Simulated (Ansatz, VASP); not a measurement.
One calculation of ZrS, two programs

The input INCAR:

```
ALGO = Normal
EDIFF = 1E-6
ENCUT = 520
GGA = PS
ISIF = 2
ISMEAR = 0
LASPH = True
LCHARG = True
LELF = True
LREAL = False
LVHAR = True
LWAVE = False
NBANDS = 16
NELM = 100
PREC = Accurate
SIGMA = 0.05
```

File KPOINTS:

```
k-points
0
Gamma
  12 12 12
```

File POSCAR:

```
ZrS
1.0
    0.0000000000      2.5822291520      2.5822291520
    2.5822291520      0.0000000000      2.5822291520
    2.5822291520      2.5822291520      0.0000000000
Zr S
1 1
Direct
    0.5000000000      0.5000000000      0.5000000000
    0.0000000000      0.0000000000      0.0000000000
```

Input for Ansatz:

```yaml
crystal:
  lattice:
    - [0.0, 2.582229152, 2.582229152]
    - [2.582229152, 0.0, 2.582229152]
    - [2.582229152, 2.582229152, 0.0]
  atoms:
    - { symbol: Zr, position: [0.5, 0.5, 0.5] }
    - { symbol: S, position: [0.0, 0.0, 0.0] }
basis:
  ecutwfc: 420
  ecutrho_ratio: 4
kpoints:
  mp_grid: { grid: [12, 12, 12] }
hamiltonian:
  xc: pbesol
scf:
  occupations: { method: gaussian, width: 0.05 }
output:
  forces: true
  stress: true
  eigenvalues: true
```

Alike in both runs: task single point; functional PBEsol; k mesh 12 × 12 × 12; occupations gaussian, width 0.05 eV; no spin polarisation.

|  | VASP | Ansatz |
| --- | --- | --- |
| version | VASP 6.6.1 | Ansatz 0.2.0 |
| potentials or method | VASP PAW PBE potentials, release 64 (Zr_sv, S), cutoff 520 eV | scalar-relativistic, plane waves, PAW |
| valence electrons in the cell | 18 | 18 |

|  | VASP | Ansatz | Ansatz less VASP |
| --- | --- | --- | --- |
| gap on the k mesh at the Fermi level (eV) | none | none | - |
| pressure (GPa) | 0.3 | 0.0 | -0.25 |

VASP's potentials were made for PBE, not for PBEsol. A gap of «none» marks a metal or a gap that the smearing closes.
